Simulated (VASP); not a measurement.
Mg7O:

```xyz
8
Lattice="-3.3624 3.3624 3.3624 3.3624 -3.3624 3.3624 3.3624 3.3624 -3.3624" Properties=species:S:1:pos:R:3 pbc="T T T"
Mg    3.3624    0.0000    0.0000
Mg    0.0000    3.3624    0.0000
Mg    0.0000    0.0000    3.3624
Mg    1.4728    1.4728    1.4728
Mg    1.8896    1.8896   -1.8896
Mg    1.8896   -1.8896    1.8896
Mg   -1.8896    1.8896    1.8896
O     0.0000    0.0000    0.0000
```

The cell was built from a structure type or drawn by symmetry, and may not be a known phase.

| Property | Result |
| --- | --- |
| Program | VASP 6.6.1 |
| Task | relaxation of cell and atoms |
| Functional | PBE |
| Potentials or basis | VASP PAW PBE potentials, release 64 (Mg, O) |
| Cutoff | 600 eV |
| k mesh | 4 × 4 × 4 |
| Occupations | gaussian, width 0.1 eV |
| Spin | no spin polarisation |

At the start: pressure 3.0 GPa; volume 19.01 Å³/atom.

Problem. Where does the relaxation end?

Solution. Over 10 steps the energy falls by 253.8 meV/atom and the volume is 23.30 Å³/atom (+22.6 %); space group I-43m (No. 217, to 0.1 Å) before and after.

Step by step:
| step | energy change (eV) | largest force (eV/Å) | pressure (GPa) | volume (Å³) |
| --- | --- | --- | --- | --- |
| 1 | 0.0000 | 0.6459 | 2.97 | 152.06 |
| 2 | -0.1682 | 0.6821 | 0.57 | 159.95 |
| 3 | -0.2362 | 0.7250 | -1.61 | 169.38 |
| 4 | -0.4114 | 0.7983 | -1.67 | 170.00 |
| 5 | -1.0216 | 0.9368 | -1.50 | 171.86 |
| 6 | -1.9837 | 0.0313 | 1.53 | 175.62 |
| 7 | -1.9707 | 0.4579 | 0.31 | 193.30 |
| 8 | -2.0161 | 0.2150 | 0.88 | 183.49 |
| 9 | -1.9998 | 0.2806 | -1.19 | 190.96 |
| 10 | -2.0300 | 0.0020 | -0.01 | 186.42 |

Final structure:
```
Mg O
1.0
    -3.59866    3.59866    3.59866
     3.59866   -3.59866    3.59866
     3.59866    3.59866   -3.59866
Mg O
7 1
Direct
  0.00000 0.50000 0.50000
  0.50000 0.00000 0.50000
  0.50000 0.50000 0.00000
  0.32233 0.32233 0.32233
  0.00000 0.00000 0.67767
  0.00000 0.67767 0.00000
  0.67767 0.00000 0.00000
  0.00000 0.00000 0.00000
```

Caveat: the volume moved by over 15 % at a fixed basis, so the end points are rough.
